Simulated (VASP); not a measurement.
# CoO (R3m) in VASP: a series of runs

CoO is run at these levels: PBE; tasks: single point.

Everything below comes from runs of VASP 6.6.1. Logs are shortened: lines on timing, memory, paths and dates and some standing lists are left out, and cuts for length are marked.

### 1 The cell of the first run

Symmetry: R3m, No. 160, trigonal system. Conventional cell: a = 1.696 Å, b = 1.696 Å, c = 4.074 Å, α = 90.00°, β = 90.00°, γ = 120.00°. Within 1.4 Å of Co (site symmetry 3m) lie 4 O at 1.01 to 1.04 Å. Within 1.4 Å of O (site symmetry 3m) lie 4 Co at 1.01 to 1.04 Å.

### 2 Single point, PBE, collinear spin, antiferromagnetic start

The input, INCAR:

```
PREC = Accurate
ENCUT = 520
EDIFF = 1E-6
ISMEAR = 0
SIGMA = 0.1
LREAL = False
LASPH = True
NELM = 150
ALGO = Normal
ISIF = 2
LWAVE = False
LCHARG = False
ISPIN = 2
MAGMOM = -2.27 2.27 -0.16 0.16
LORBIT = 11
LMAXMIX = 4
GGA = PE
NBANDS = 27
```

The input, KPOINTS:

```
Automatic mesh
0
Gamma
  12 12 12
```

The input, POSCAR:

```
CoO
1.0
    0.8478578892      0.4895109805      2.7162347326
   -0.8478578892      0.4895109805      2.7162347326
    0.0000000000     -0.9790219611      2.7162347326
Co O
2 2
Direct
    0.9994877300      0.9994877300      0.9994877300
    0.4994905900      0.4994905900      0.4994905900
    0.3754955300      0.3754955300      0.3754955300
    0.8755255000      0.8755255000      0.8755255000
```

Potentials or basis: VASP PAW PBE potentials, release 64 (Co, O).

On the command line:

```
> cat potpaw_PBE.64/Co/POTCAR potpaw_PBE.64/O/POTCAR > POTCAR
> mpirun -np 1 vasp_std > vasp.out
```

OUTCAR:

```text
PREC = Accurate
   ENCUT = 520
   EDIFF = 1E-6
   ISMEAR = 0
   LREAL = False
   LASPH = True
   NELM = 150
   ISIF = 2
   ISPIN = 2
   LORBIT = 11
   GGA = PE

 ion  position               nearest neighbor table
   1  0.999  0.999  0.999-   4 1.01   3 1.04   3 1.04   3 1.04   2 1.67   2 1.67   2 1.67   2 1.67
                             2 1.67   2 1.67   4 1.97   4 1.97   4 1.97   4 1.97   4 1.97   4 1.97
   2  0.499  0.499  0.499-   3 1.01   4 1.04   4 1.04   4 1.04   1 1.67   1 1.67   1 1.67   1 1.67
                             1 1.67   1 1.67   3 1.97   3 1.97   3 1.97   3 1.97   3 1.97   3 1.97
   3  0.375  0.375  0.375-   2 1.01   1 1.04   1 1.04   1 1.04   4 1.67   4 1.67   4 1.67   4 1.67
                             4 1.67   4 1.67   2 1.97   2 1.97   2 1.97   2 1.97   2 1.97   2 1.97
   4  0.876  0.876  0.876-   1 1.01   2 1.04   2 1.04   2 1.04   3 1.67   3 1.67   3 1.67   3 1.67
                             3 1.67   3 1.67   1 1.97   1 1.97   1 1.97   1 1.97   1 1.97   1 1.97

 -----------------------------------------------------------------------------
|                                                                             |
|           W    W    AA    RRRRR   N    N  II  N    N   GGGG   !!!           |
|           W    W   A  A   R    R  NN   N  II  NN   N  G    G  !!!           |
|           W    W  A    A  R    R  N N  N  II  N N  N  G       !!!           |
|           W WW W  AAAAAA  RRRRR   N  N N  II  N  N N  G  GGG   !            |
|           WW  WW  A    A  R   R   N   NN  II  N   NN  G    G                |
|           W    W  A    A  R    R  N    N  II  N    N   GGGG   !!!           |
|                                                                             |
|     The distance between some ions is very small. Please check the          |
|     nearest-neighbor list in the OUTCAR file.                               |
|     I HOPE YOU KNOW WHAT YOU ARE DOING!                                     |
|                                                                             |
 -----------------------------------------------------------------------------

  LATTYP: Found a trigonal (rhomboedric) cell.
 ALAT       =     2.8872850782
 COS(alpha) =     0.8275366594

  Lattice vectors:

 A1 = (   0.8478578892,   0.4895109805,   2.7162347326)
 A2 = (  -0.8478578892,   0.4895109805,   2.7162347326)
 A3 = (   0.0000000000,  -0.9790219611,   2.7162347326)

Analysis of symmetry for initial positions (statically):
=====================================================================
 Subroutine PRICEL returns:
 Original cell was already a primitive cell.

 Routine SETGRP: Setting up the symmetry group for a
 trigonal (rhombohedral) supercell.

 Subroutine GETGRP returns: Found  6 space group operations
 (whereof  6 operations were pure point group operations)
 out of a pool of 12 trial point group operations.

The static configuration has the point symmetry C_3v.

Analysis of symmetry for dynamics (positions and initial velocities):
=====================================================================
 Subroutine PRICEL returns:
 Original cell was already a primitive cell.

 Routine SETGRP: Setting up the symmetry group for a
 trigonal (rhombohedral) supercell.

 Subroutine GETGRP returns: Found  6 space group operations
 (whereof  6 operations were pure point group operations)
 out of a pool of 12 trial point group operations.

The dynamic configuration has the point symmetry C_3v.

Analysis of structural, dynamic, and magnetic symmetry:
=====================================================================
 Subroutine PRICEL returns:
 Original cell was already a primitive cell.

 Routine SETGRP: Setting up the symmetry group for a
 trigonal (rhombohedral) supercell.

 Subroutine GETGRP returns: Found  6 space group operations
 (whereof  6 operations were pure point group operations)
 out of a pool of 12 trial point group operations.

The overall configuration has the point symmetry C_3v.

 Subroutine INISYM returns: Found  6 space group operations
 (whereof  6 operations are pure point group operations),
 and found     1 'primitive' translations

----------------------------------------------------------------------------------------

                                     Primitive cell

  volume of cell :       6.7640

  direct lattice vectors                    reciprocal lattice vectors
     0.847857889  0.489510981  2.716234733     0.589721469  0.340475849  0.122718898
    -0.847857889  0.489510981  2.716234733    -0.589721469  0.340475849  0.122718898
     0.000000000 -0.979021961  2.716234733     0.000000000 -0.680951698  0.122718898

  length of vectors
     2.887285078  2.887285078  2.887285078     0.691921341  0.691921341  0.691921341

  position of ions in fractional coordinates (direct lattice)
     0.999487730  0.999487730  0.999487730
     0.499490590  0.499490590  0.499490590
     0.375495530  0.375495530  0.375495530
     0.875525500  0.875525500  0.875525500

  ion indices of the primitive-cell ions
   primitive index   ion index
                 1           1
                 2           2
                 3           3
                 4           4

----------------------------------------------------------------------------------------

 KPOINTS: Automatic mesh

Automatic generation of k-mesh.
 Grid dimensions read from file:
 generate k-points for:   12   12   12

 Generating k-lattice:

  Cartesian coordinates                     Fractional coordinates (reciprocal lattice)
     0.049143456  0.028372987  0.010226575     0.083333333  0.000000000 -0.000000000
    -0.049143456  0.028372987  0.010226575     0.000000000  0.083333333 -0.000000000
     0.000000000 -0.056745975  0.010226575     0.000000000  0.000000000  0.083333333

  Length of vectors
     0.057660112  0.057660112  0.057660112

  Shift w.r.t. Gamma in fractional coordinates (k-lattice)
     0.000000000  0.000000000  0.000000000

 Subroutine IBZKPT returns following result:
 ===========================================

 Found    189 irreducible k-points:

 Following reciprocal coordinates:
            Coordinates               Weight
  0.000000  0.000000  0.000000      1.000000
  0.083333  0.000000  0.000000      6.000000
  0.166667  0.000000  0.000000      6.000000
  0.250000  0.000000 -0.000000      6.000000
  0.333333 -0.000000  0.000000      6.000000
  0.416667  0.000000  0.000000      6.000000
[... 16 lines left out ...]
  0.500000  0.166667  0.000000     12.000000
 -0.416667  0.166667  0.000000     12.000000
 [... further k-points ...]
   k-points           NKPTS =    189   k-points in BZ     NKDIM =    189   number of bands    NBANDS=     27
   number of dos      NEDOS =    301   number of ions     NIONS =      4
   total plane-waves  NPLWV =  13824
   dimension x,y,z NGX =    24 NGY =   24 NGZ =   24
   dimension x,y,z NGXF=    48 NGYF=   48 NGZF=   48
   ions per type =               2   2
   NGX,Y,Z   is equivalent  to a cutoff of  13.82, 13.82, 13.82 a.u.
   NGXF,Y,Z  is equivalent  to a cutoff of  27.64, 27.64, 27.64 a.u.
 SYSTEM =  unknown system
   PREC   = accura    normal or accurate (medium, high low for compatibility)
   ISTART =      0    job   : 0-new  1-cont  2-samecut
   ICHARG =      2    charge: 1-file 2-atom 10-const
   ISPIN  =      2    spin polarized calculation?
   LNONCOLLINEAR =      F non collinear calculations
   LSORBIT =      F    spin-orbit coupling
   LASPH  =      T    aspherical Exc in radial PAW
   ENCUT  =  520.0 eV  38.22 Ry    6.18 a.u.   5.37  5.37  5.37*2*pi/ulx,y,z
   NELM   =    150;   NELMIN=  2; NELMDL= -5     # of ELM steps
   EDIFF  = 0.1E-05   stopping-criterion for ELM
   LREAL  =      F    real-space projection
   EDIFFG = 0.1E-04   stopping-criterion for IOM
   NSW    =      0    number of steps for IOM
   IBRION =     -1    ionic relax: 0-MD 1-quasi-New 2-CG
   NFREE  =      0    steps in history (QN), initial steepest desc. (CG)
   ISIF   =      2    stress and relaxation
   ISYM   =      2    0-nonsym 1-usesym 2-fastsym
   POTIM  = 0.5000    time-step for ionic-motion
   TEBEG  =    0.0;   TEEND  =   0.0 temperature during run
   PSTRESS=    0.0 pullay stress
   NELECT =      30.0000    total number of electrons
   NUPDOWN=      -1.0000    fix difference up-down
   EMIN   =  10.00;   EMAX   =-10.00  energy-range for DOS
   EFERMI =   0.00;   METHOD = LEGACY
   ISMEAR =     0;   SIGMA  =   0.10  broadening in eV -4-tet -1-fermi 0-gaus
   EFERMI_NEDOS =   21; number of points for ismear=-14 and -15
   IALGO  =     38    algorithm
   IMIX   =      4    mixing-type and parameters
     AMIX     =   0.40;   BMIX     =  1.00
     AMIX_MAG =   1.60;   BMIX_MAG =  1.00
  volume/ion in A,a.u.               =       1.69        11.41
  Fermi-wavevector in a.u.,A,eV,Ry     =   2.689762  5.082914 98.435717  7.234821
  Thomas-Fermi vector in A             =   3.497122
   LORBIT       =     11    0 simple, 1 ext, 2 COOP (PROOUT), +10 PAW based schemes
   GGA     = PE    functional components
   LHFCALC =     F    Hartree Fock is set to
   AEXX    =    0.0000 exact exchange contribution
   IVDW    =     0    specifies the selected vdW correction
   LEPSILON=     F    determine dielectric tensor
   LRPA    =     F    only Hartree local field effects (RPA)
 spin polarized calculation
 Gauss-broadening in eV      SIGMA  =   0.10
  energy-cutoff  :      520.00
  volume of cell :        6.76
 maximum number of plane-waves:       190
 NGX is ok and might be reduce to    24
   NGX = 11   NGY = 11   NGZ = 11

 number of electron      29.9999995 magnetization      -0.0000080

 number of electron      29.9999995 magnetization       0.0000074

 Free energy of the ion-electron system (eV)
  ---------------------------------------------------
  ext. energy  EPLUGINS =         0.00000000
  ---------------------------------------------------
  free energy    TOTEN  =       325.53618927 eV

  energy without entropy =      325.53925321  energy(sigma->0) =      325.53772124

 E-fermi :  68.7650     XC(G=0): -25.2220

 val. band max:       68.7639478572   @ k =  -0.3333   0.2500   0.0833
 cond. band min:      68.7691133319   @ k =  -0.1667   0.1667   0.0000
 fundamental gap:      0.0051654747
 Fermi energy:        68.7649990218

 spin component 1

 k-point     1 :       0.0000    0.0000    0.0000
  band No.  band energies     occupation
      1      24.2140      1.00000
      2      31.7219      1.00000
      3      31.7219      1.00000
      4      32.3601      1.00000
      5      33.0238      1.00000
      6      33.0238      1.00000
[... 19 lines left out ...]
     26      97.9384      0.00000
     27     100.2327      0.00000
[... 661 lines left out ...]
 k-point    24 :      -0.4167    0.1667    0.0000
  band No.  band energies     occupation
      1      26.0542      1.00000
      2      27.7444      1.00000
      3      31.8309      1.00000
      4      31.9538      1.00000
      5      35.4128      1.00000
      6      36.0635      1.00000
[... 19 lines left out ...]
     26     101.8801      0.00000
     27     103.3253      0.00000

 [... further k-points ...]

 spin component 2

 k-point     1 :       0.0000    0.0000    0.0000
  band No.  band energies     occupation
      1      24.2140      1.00000
      2      31.7219      1.00000
      3      31.7219      1.00000
      4      32.3601      1.00000
      5      33.0239      1.00000
      6      33.0239      1.00000
[... 19 lines left out ...]
     26      97.9384      0.00000
     27     100.2327      0.00000
[... 661 lines left out ...]
 k-point    24 :      -0.4167    0.1667    0.0000
  band No.  band energies     occupation
      1      26.0542      1.00000
      2      27.7444      1.00000
      3      31.8309      1.00000
      4      31.9538      1.00000
      5      35.4128      1.00000
      6      36.0635      1.00000
[... 19 lines left out ...]
     26     101.8801      0.00000
     27     103.3253      0.00000

 [... further k-points ...]

------------------------ aborting loop because EDIFF is reached ----------------------------------------

  FORCE on cell =-STRESS in cart. coord.  units (eV):
  Direction    XX          YY          ZZ          XY          YZ          ZX
  --------------------------------------------------------------------------------------
  -------------------------------------------------------------------------------------
  Total      562.3817723    562.3817722    594.2851512      0.0000000     -0.0000000      0.0000000
  in kB   133210.2876309 133210.2876141 140767.1795689      0.0000000     -0.0000017      0.0000000
  external PRESSURE =  135729.2516047 kB  Pullay stress =       0.0000000 kB

 VOLUME and BASIS-vectors are now :
 -----------------------------------------------------------------------------
  energy-cutoff  :      520.00
  volume of cell :        6.76
      direct lattice vectors                 reciprocal lattice vectors
     0.847857889  0.489510981  2.716234733     0.589721469  0.340475849  0.122718898
    -0.847857889  0.489510981  2.716234733    -0.589721469  0.340475849  0.122718898
     0.000000000 -0.979021961  2.716234733     0.000000000 -0.680951698  0.122718898

 POSITION                                       TOTAL-FORCE (eV/Angst)
 -----------------------------------------------------------------------------------
      0.00000     -0.00000      8.14453         0.000000     -0.000000     17.727198
      0.00000     -0.00000      4.07020         0.000000     -0.000000     17.482798
      0.00000     -0.00000      3.05980         0.000000      0.000000    -17.527464
      0.00000     -0.00000      7.13440         0.000000      0.000000    -17.682531
 -----------------------------------------------------------------------------------
    total drift:                               -0.000000      0.000000      0.001069

  FREE ENERGIE OF THE ION-ELECTRON SYSTEM (eV)
  ---------------------------------------------------
  free  energy   TOTEN  =       325.5361892749 eV

  energy  without entropy=      325.5392532098  energy(sigma->0) =      325.53772124

 total charge

# of ion       s       p       d       tot
------------------------------------------
    1        2.468   5.470  14.910  22.848
    2        2.467   5.468  14.909  22.844
    3        1.682   5.564   0.000   7.246
    4        1.682   5.564   0.000   7.246
--------------------------------------------------
tot          8.300  22.067  29.819  60.185

 magnetization (x)

# of ion       s       p       d       tot
------------------------------------------
    1       -0.000  -0.000   0.000   0.000
    2        0.000   0.000   0.000   0.000
    3       -0.000   0.000   0.000   0.000
    4        0.000   0.000   0.000   0.000
--------------------------------------------------
tot          0.000   0.000   0.000   0.000
```

Run time: 3.3 min. Hardware: 1 thread of Intel Xeon Platinum 8375C at 2.90GHz (Ice Lake), shared host; peak memory 0.2 GiB.

The run converged, but its numbers aren't listed here, since they failed a check.

Caveat: the k points lie up to 0.36 Å⁻¹ apart, too coarse for converged energies and pressures of a metal; atoms lie so close that the PAW spheres overlap strongly, which falsifies energies and pressures; semilocal functionals often make such compounds metallic where correlation or magnetic order opens a gap, which also shifts bond lengths; forces of over 1 eV/Å act on the atoms, so gaps and moduli don't describe the material at rest.

(Part 1 of 2 ends here.)
